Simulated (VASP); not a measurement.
# C in VASP: notebook

C is run at these levels: PBE, LDA, PBEsol, r2SCAN; tasks: single point.

Everything below comes from runs of VASP 6.6.1. Logs are shortened: lines on timing, memory, paths and dates and some standing lists are left out, and cuts for length are marked.

**1. The cell of the first run**

The cell holds a slab with vacuum, 4 atoms: a = 2.456 Å, b = 2.456 Å, c = 24.134 Å, α = 90.00°, β = 90.00°, γ = 120.00°.

**2. Single point, PBE**

INCAR

```
SYSTEM = C
PREC     = Accurate       ! precision mode
ENCUT    = 520            ! plane-wave cutoff, eV
EDIFF    = 1E-7           ! SCF threshold, eV
ISMEAR   = -1             ! smearing method
SIGMA    = 0.05           ! smearing width, eV
LREAL    = .FALSE.        ! projectors in reciprocal space
LASPH    = .TRUE.         ! aspherical terms in the spheres
NELM     = 80             ! most SCF steps
ALGO     = Normal         ! electronic algorithm
ISIF     = 2              ! what is computed and relaxed
LWAVE    = .FALSE.        ! write WAVECAR
LCHARG   = .FALSE.        ! write CHGCAR
GGA      = PE             ! functional
NBANDS   = 16             ! bands
```

KPOINTS

```
Automatic mesh
0
G
  12 12 2
  0 0 0
```

POSCAR

```
C
1.0
    2.4562275060      0.0000000000      0.0000000000
   -1.2281137530      2.1271554177      0.0000000000
    0.0000000000      0.0000000000     24.1339601687
C
4
Direct
    0.6666666667      0.3333333333      0.5704754400
    0.3333333333      0.6666666667      0.4295245600
    0.0000000000      0.0000000000      0.4295312300
    0.0000000000      0.0000000000      0.5704687700
```

Potentials or basis: VASP PAW PBE potentials, release 64 (C).

Launch:

```bash
> cat potpaw_PBE.64/C/POTCAR > POTCAR
> mpirun -np 1 vasp_std > vasp.out
```

OUTCAR:

```text
SYSTEM = C
   PREC = Accurate
   ENCUT = 520
   EDIFF = 1E-7
   ISMEAR = -1
   LREAL = .FALSE.
   LASPH = .TRUE.
   NELM = 80
   ISIF = 2
   GGA = PE

 ion  position               nearest neighbor table
   1  0.667  0.333  0.570-   4 1.42   4 1.42   4 1.42
   2  0.333  0.667  0.430-   3 1.42   3 1.42   3 1.42
   3  0.000  0.000  0.430-   2 1.42   2 1.42   2 1.42
   4  0.000  0.000  0.570-   1 1.42   1 1.42   1 1.42

  LATTYP: Found a hexagonal cell.
 ALAT       =     2.4562275060
 C/A-ratio  =     9.8256208392

  Lattice vectors:

 A1 = (   2.4562275060,   0.0000000000,   0.0000000000)
 A2 = (  -1.2281137530,   2.1271554177,   0.0000000000)
 A3 = (   0.0000000000,   0.0000000000,  24.1339601687)

Analysis of symmetry for initial positions (statically):
=====================================================================
 Subroutine PRICEL returns:
 Original cell was already a primitive cell.

 Routine SETGRP: Setting up the symmetry group for a
 hexagonal supercell.

 Subroutine GETGRP returns: Found 12 space group operations
 (whereof 12 operations were pure point group operations)
 out of a pool of 24 trial point group operations.

The static configuration has the point symmetry D_3d.

Analysis of symmetry for dynamics (positions and initial velocities):
=====================================================================
 Subroutine PRICEL returns:
 Original cell was already a primitive cell.

 Routine SETGRP: Setting up the symmetry group for a
 hexagonal supercell.

 Subroutine GETGRP returns: Found 12 space group operations
 (whereof 12 operations were pure point group operations)
 out of a pool of 24 trial point group operations.

The dynamic configuration has the point symmetry D_3d.

 Subroutine INISYM returns: Found 12 space group operations
 (whereof 12 operations are pure point group operations),
 and found     1 'primitive' translations

----------------------------------------------------------------------------------------

                                     Primitive cell

  volume of cell :     126.0946

  direct lattice vectors                    reciprocal lattice vectors
     2.456227506  0.000000000  0.000000000     0.407128410  0.235055697  0.000000000
    -1.228113753  2.127155418  0.000000000     0.000000000  0.470111395  0.000000000
     0.000000000  0.000000000 24.133960169     0.000000000  0.000000000  0.041435388

  length of vectors
     2.456227506  2.456227506 24.133960169     0.470111395  0.470111395  0.041435388

  position of ions in fractional coordinates (direct lattice)
     0.666666667  0.333333333  0.570475440
     0.333333333  0.666666667  0.429524560
     0.000000000  0.000000000  0.429531230
     0.000000000  0.000000000  0.570468770

  ion indices of the primitive-cell ions
   primitive index   ion index
                 1           1
                 2           2
                 3           3
                 4           4

----------------------------------------------------------------------------------------

 KPOINTS: Automatic mesh

Automatic generation of k-mesh.
 Grid dimensions read from file:
 generate k-points for:   12   12    2

 Generating k-lattice:

  Cartesian coordinates                     Fractional coordinates (reciprocal lattice)
     0.033927368  0.019587975  0.000000000     0.083333333  0.000000000  0.000000000
     0.000000000  0.039175950  0.000000000     0.000000000  0.083333333  0.000000000
     0.000000000  0.000000000  0.020717694     0.000000000  0.000000000  0.500000000

  Length of vectors
     0.039175950  0.039175950  0.020717694

  Shift w.r.t. Gamma in fractional coordinates (k-lattice)
     0.000000000  0.000000000  0.000000000

 Subroutine IBZKPT returns following result:
 ===========================================

 Found     38 irreducible k-points:

 Following reciprocal coordinates:
            Coordinates               Weight
  0.000000  0.000000  0.000000      1.000000
  0.083333  0.000000  0.000000      6.000000
  0.166667 -0.000000  0.000000      6.000000
  0.250000 -0.000000  0.000000      6.000000
  0.333333 -0.000000  0.000000      6.000000
  0.416667  0.000000  0.000000      6.000000
[... 16 lines left out ...]
  0.250000 -0.000000  0.500000      6.000000
  0.333333 -0.000000  0.500000      6.000000
 [... further k-points ...]
   k-points           NKPTS =     38   k-points in BZ     NKDIM =     38   number of bands    NBANDS=     16
   number of dos      NEDOS =    301   number of ions     NIONS =      4
   total plane-waves  NPLWV =  58320
   dimension x,y,z NGX =    18 NGY =   18 NGZ =  180
   dimension x,y,z NGXF=    36 NGYF=   36 NGZF=  360
   ions per type =               4
   NGX,Y,Z   is equivalent  to a cutoff of  12.18, 12.18, 12.40 a.u.
   NGXF,Y,Z  is equivalent  to a cutoff of  24.37, 24.37, 24.80 a.u.
 SYSTEM =  C
   PREC   = accura    normal or accurate (medium, high low for compatibility)
   ISTART =      0    job   : 0-new  1-cont  2-samecut
   ICHARG =      2    charge: 1-file 2-atom 10-const
   ISPIN  =      1    spin polarized calculation?
   LNONCOLLINEAR =      F non collinear calculations
   LSORBIT =      F    spin-orbit coupling
   LASPH  =      T    aspherical Exc in radial PAW
   ENCUT  =  520.0 eV  38.22 Ry    6.18 a.u.   4.57  4.57 44.87*2*pi/ulx,y,z
   NELM   =     80;   NELMIN=  2; NELMDL= -5     # of ELM steps
   EDIFF  = 0.1E-06   stopping-criterion for ELM
   LREAL  =      F    real-space projection
   EDIFFG = 0.1E-05   stopping-criterion for IOM
   NSW    =      0    number of steps for IOM
   IBRION =     -1    ionic relax: 0-MD 1-quasi-New 2-CG
   NFREE  =      0    steps in history (QN), initial steepest desc. (CG)
   ISIF   =      2    stress and relaxation
   ISYM   =      2    0-nonsym 1-usesym 2-fastsym
   POTIM  = 0.5000    time-step for ionic-motion
   TEBEG  =    0.0;   TEEND  =   0.0 temperature during run
   PSTRESS=    0.0 pullay stress
   NELECT =      16.0000    total number of electrons
   NUPDOWN=      -1.0000    fix difference up-down
   EMIN   =  10.00;   EMAX   =-10.00  energy-range for DOS
   EFERMI =   0.00;   METHOD = LEGACY
   ISMEAR =    -1;   SIGMA  =   0.05  broadening in eV -4-tet -1-fermi 0-gaus
   EFERMI_NEDOS =   21; number of points for ismear=-14 and -15
   IALGO  =     38    algorithm
   IMIX   =      4    mixing-type and parameters
     AMIX     =   0.40;   BMIX     =  1.00
     AMIX_MAG =   1.60;   BMIX_MAG =  1.00
  volume/ion in A,a.u.               =      31.52       212.73
  Fermi-wavevector in a.u.,A,eV,Ry     =   0.822652  1.554586  9.207823  0.676756
  Thomas-Fermi vector in A             =   1.934024
   LORBIT       =      0    0 simple, 1 ext, 2 COOP (PROOUT), +10 PAW based schemes
   GGA     = PE    functional components
   LHFCALC =     F    Hartree Fock is set to
   AEXX    =    0.0000 exact exchange contribution
   IVDW    =     0    specifies the selected vdW correction
   LEPSILON=     F    determine dielectric tensor
   LRPA    =     F    only Hartree local field effects (RPA)
 non-spin polarized calculation
  energy-cutoff  :      520.00
  volume of cell :      126.09
 maximum number of plane-waves:      3452
   NGX =  9   NGY =  9   NGZ = 89

 number of electron      15.9999996 magnetization

 Free energy of the ion-electron system (eV)
  ---------------------------------------------------
  ext. energy  EPLUGINS =         0.00000000
  ---------------------------------------------------
  free energy    TOTEN  =       -36.86801682 eV

  energy without entropy =      -36.86605005  energy(sigma->0) =      -36.86703344

 E-fermi :  -1.7386     XC(G=0):  -3.2389

 val. band max:       -1.7387060594   @ k =   0.3333   0.3333   0.5000
 cond. band min:      -1.4207734744   @ k =   0.3333   0.3333   0.0000
 fundamental gap:      0.3179325850
 Fermi energy:        -1.7386406472

 k-point     1 :       0.0000    0.0000    0.0000
  band No.  band energies     occupation
      1     -21.4100      2.00000
      2     -21.2755      2.00000
      3      -9.8668      2.00000
      4      -8.9622      2.00000
      5      -4.7659      2.00000
      6      -4.7659      2.00000
[... 8 lines left out ...]
     15       5.1534      0.00000
     16       6.6503      0.00000

 k-point     2 :       0.0833    0.0000    0.0000
  band No.  band energies     occupation
      1     -21.2440      2.00000
      2     -21.1110      2.00000
      3      -9.6665      2.00000
      4      -8.7678      2.00000
      5      -5.4233      2.00000
      6      -5.4088      2.00000
[... 8 lines left out ...]
     15       5.3782      0.00000
     16       6.7110      0.00000

 k-point     3 :       0.1667   -0.0000    0.0000
  band No.  band energies     occupation
      1     -20.7480      2.00000
      2     -20.6191      2.00000
      3      -9.0704      2.00000
      4      -8.1904      2.00000
      5      -7.0772      2.00000
      6      -7.0493      2.00000
[... 8 lines left out ...]
     15       6.0464      0.00000
     16       6.6565      0.00000

 k-point     4 :       0.2500   -0.0000    0.0000
  band No.  band energies     occupation
      1     -19.9277      2.00000
      2     -19.8056      2.00000
      3      -9.1968      2.00000
      4      -9.1534      2.00000
      5      -8.0956      2.00000
      6      -7.2512      2.00000
[... 8 lines left out ...]
     15       5.7986      0.00000
     16       6.3573      0.00000

 k-point     5 :       0.3333   -0.0000    0.0000
  band No.  band energies     occupation
      1     -18.7953      2.00000
      2     -18.6825      2.00000
      3     -11.4228      2.00000
      4     -11.3640      2.00000
      5      -7.5467      2.00000
      6      -7.5243      2.00000
[... 8 lines left out ...]
     15       6.3433      0.00000
     16       6.9844      0.00000

 k-point     6 :       0.4167    0.0000    0.0000
  band No.  band energies     occupation
      1     -17.3810      2.00000
      2     -17.2806      2.00000
      3     -13.5457      2.00000
      4     -13.4737      2.00000
      5      -8.0245      2.00000
      6      -8.0010      2.00000
[... 8 lines left out ...]
     15       8.3884      0.00000
     16       9.0247      0.00000
[... 267 lines left out ...]
 k-point    21 :       0.0833    0.0000    0.5000
  band No.  band energies     occupation
      1     -21.2440      2.00000
      2     -21.1110      2.00000
      3      -9.6666      2.00000
      4      -8.7678      2.00000
      5      -5.4233      2.00000
      6      -5.4088      2.00000
[... 8 lines left out ...]
     15       6.1251      0.00000
     16       6.5407      0.00000

 k-point    22 :       0.1667   -0.0000    0.5000
  band No.  band energies     occupation
      1     -20.7480      2.00000
      2     -20.6191      2.00000
      3      -9.0704      2.00000
      4      -8.1904      2.00000
      5      -7.0772      2.00000
      6      -7.0493      2.00000
[... 8 lines left out ...]
     15       6.6252      0.00000
     16       6.6703      0.00000

 k-point    23 :       0.2500   -0.0000    0.5000
  band No.  band energies     occupation
      1     -19.9277      2.00000
      2     -19.8056      2.00000
      3      -9.1968      2.00000
      4      -9.1534      2.00000
      5      -8.0956      2.00000
      6      -7.2512      2.00000
[... 8 lines left out ...]
     15       6.1533      0.00000
     16       6.2640      0.00000

 k-point    24 :       0.3333   -0.0000    0.5000
  band No.  band energies     occupation
      1     -18.7953      2.00000
      2     -18.6825      2.00000
      3     -11.4228      2.00000
      4     -11.3640      2.00000
      5      -7.5467      2.00000
      6      -7.5243      2.00000
[... 8 lines left out ...]
     15       6.4060      0.00000
     16       6.7683      0.00000

 [... further k-points ...]
[... 5 lines left out ...]
  --------------------------------------------------------------------------------------
  -------------------------------------------------------------------------------------
  Total        1.2858215      1.2858215      0.2855871      0.0000000     -0.0000000      0.0000000
  in kB       16.3378489     16.3378489      3.6287144      0.0000000     -0.0000000      0.0000000
  external PRESSURE =      12.1014707 kB  Pullay stress =       0.0000000 kB

 VOLUME and BASIS-vectors are now :
 -----------------------------------------------------------------------------
  energy-cutoff  :      520.00
  volume of cell :      126.09
      direct lattice vectors                 reciprocal lattice vectors
     2.456227506  0.000000000  0.000000000     0.407128410  0.235055697  0.000000000
    -1.228113753  2.127155418  0.000000000     0.000000000  0.470111395  0.000000000
     0.000000000  0.000000000 24.133960169     0.000000000  0.000000000  0.041435388

 POSITION                                       TOTAL-FORCE (eV/Angst)
 -----------------------------------------------------------------------------------
      1.22811      0.70905     13.76783         0.000000      0.000000      0.054233
     -0.00000      1.41810     10.36613        -0.000000      0.000000     -0.054233
      0.00000      0.00000     10.36629         0.000000      0.000000     -0.036027
      0.00000      0.00000     13.76767        -0.000000     -0.000000      0.036027
 -----------------------------------------------------------------------------------
    total drift:                               -0.000000      0.000000      0.000000

  FREE ENERGIE OF THE ION-ELECTRON SYSTEM (eV)
  ---------------------------------------------------
  free  energy   TOTEN  =       -36.8680168216 eV

  energy  without entropy=      -36.8660500492  energy(sigma->0) =      -36.86703344
```

It took 2.5 min on 1 thread of Intel Xeon Platinum 8375C at 2.90GHz (Ice Lake), shared host; peak memory 0.24 GiB.

Results:

```
Free energy            : -36.8680 eV
Largest force          : 0.054 eV/Å
Band gap on the k mesh : zero (filled and empty bands touch)
```

Forces on the atoms (eV/Å):
```
C    0.000  0.000  0.054
C    0.000  0.000 -0.054
C    0.000  0.000 -0.036
C    0.000  0.000  0.036
```

**3. Single point, PBE (atoms moved at random)**

INCAR

```
SYSTEM = C
ALGO = Normal
EDIFF = 1E-6
ENCUT = 520
GGA = PE
ISIF = 2
ISMEAR = -1
LASPH = .TRUE.
LCHARG = .TRUE.
LELF = .TRUE.
LREAL = .FALSE.
LVHAR = .TRUE.
LWAVE = .FALSE.
NBANDS = 16
NELM = 80
PREC = Accurate
SIGMA = 0.05
```

KPOINTS

```
k-points
0
G
  12 12 2
  0 0 0
```

POSCAR

```
C
1.0
    2.4562275060      0.0000000000      0.0000000000
   -1.2281137530      2.1271554177      0.0000000000
    0.0000000000      0.0000000000     24.1339601687
C
4
Direct
    0.6564340000      0.3254400000      0.5712410000
    0.2948070000      0.6493610000      0.4288780000
    0.0012300000     -0.0078630000      0.4296970000
   -0.0047730000      0.0161830000      0.5710910000
```

Potentials or basis: VASP PAW PBE potentials, release 64 (C).

Launch:

```bash
> cat potpaw_PBE.64/C/POTCAR > POTCAR
> mpirun -np 1 vasp_std > vasp.out
```

It took 8.2 min on 1 thread of Intel Xeon Platinum 8375C at 2.90GHz (Ice Lake), shared host; peak memory 0.36 GiB.

It converged, with:

* Free energy: -36.5908 eV
* Largest force: 4.558 eV/Å
* Band gap on the k mesh: 0.61 eV, direct

Forces on the atoms (eV/Å):
```
C   -0.973  2.603 -0.008
C    4.498  0.640  0.263
C   -4.499 -0.639 -0.355
C    0.974 -2.604  0.100
```

Levels at points of the mesh, in eV from the valence-band top:
| k point | band 5 | band 6 | band 7 | band 8 | band 9 | band 10 | band 11 | band 12 |
| --- | --- | --- | --- | --- | --- | --- | --- | --- |
| (0.00, 0.00, 0.00) | -4.00 | -3.51 | -1.88 | -1.30 | 3.70 | 4.07 | 4.60 | 5.33 |
| (0.50, 0.00, 0.00) | -6.73 | -5.99 | -2.69 | -1.97 | 1.87 | 3.03 | 7.51 | 7.73 |
| (0.00, 0.50, 0.00) | -6.49 | -5.83 | -2.48 | -1.94 | 1.80 | 2.64 | 7.44 | 7.68 |
| (0.50, 0.50, 0.00) | -5.85 | -5.64 | -1.91 | -1.52 | 1.24 | 1.64 | 7.75 | 7.92 |
| (0.00, 0.00, 0.50) | -4.00 | -3.51 | -1.88 | -1.30 | 3.70 | 4.06 | 4.66 | 5.14 |
| (0.50, 0.00, 0.50) | -6.73 | -5.99 | -2.69 | -1.97 | 1.87 | 3.03 | 7.51 | 7.73 |
| (0.00, 0.50, 0.50) | -6.49 | -5.83 | -2.48 | -1.94 | 1.80 | 2.64 | 7.44 | 7.68 |
| (0.50, 0.50, 0.50) | -5.85 | -5.64 | -1.91 | -1.52 | 1.24 | 1.64 | 7.75 | 7.92 |

Caveat: the cell differs from its parent crystal (atoms moved at random).

[end of part 1 of 2]
